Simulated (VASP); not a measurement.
**Lu: single point with RPBE**

Crystal: Lu.

```
Lu
1.0
     3.66768    0.00000    0.00000
    -1.83384    3.17631    0.00000
     0.00000    0.00000   11.75257
Lu
4
Cartesian
  0.0000 0.0000 0.0000
  0.0000 0.0000 5.8763
  0.0000 2.1175 2.9381
  1.8338 1.0588 8.8144
```

```json
{
  "Program": "VASP 6.6.1",
  "Task": "single point",
  "Functional": "RPBE",
  "Potentials or basis": "VASP PAW PBE potentials, release 64 (Lu)",
  "Cutoff": "600 eV",
  "k mesh": "12 × 12 × 4",
  "Occupations": "fermi-dirac, width 0.1 eV",
  "Spin": "no spin polarisation"
}
```

| Quantity | Value |
| --- | --- |
| Pressure | -3.8 GPa |
| Band gap on the k mesh | zero (bands 50 and 51 overlap by 1.37 eV) |

Levels at points of the mesh, in eV from the Fermi level:
```csv
k point,band 47,band 48,band 49,band 50,band 51,band 52,band 53,band 54
"(0.00, 0.00, 0.00)",-4.23,-2.24,0.06,0.99,1.04,1.93,1.93,1.98
"(0.50, 0.00, 0.00)",-1.63,-1.41,-0.43,-0.35,-0.29,0.04,1.03,1.05
"(0.00, 0.00, 0.50)",-2.94,-2.94,0.33,0.33,1.83,1.83,2.05,2.05
"(0.50, 0.00, 0.50)",-1.52,-1.52,-0.35,-0.35,-0.17,-0.17,1.06,1.06
```

It took 10 min on 1 thread of Intel(R) Xeon(R) Platinum 8259CL CPU @ 2.50GHz (Skylake/Cascade Lake), with other jobs on the host, peak memory 0.54 GiB.

Caveat: the cell stands under tension; the PAW data sets were made with another functional, which shifts forces and pressure a little; spin-orbit coupling is left out, which moves the levels of the heavy elements.
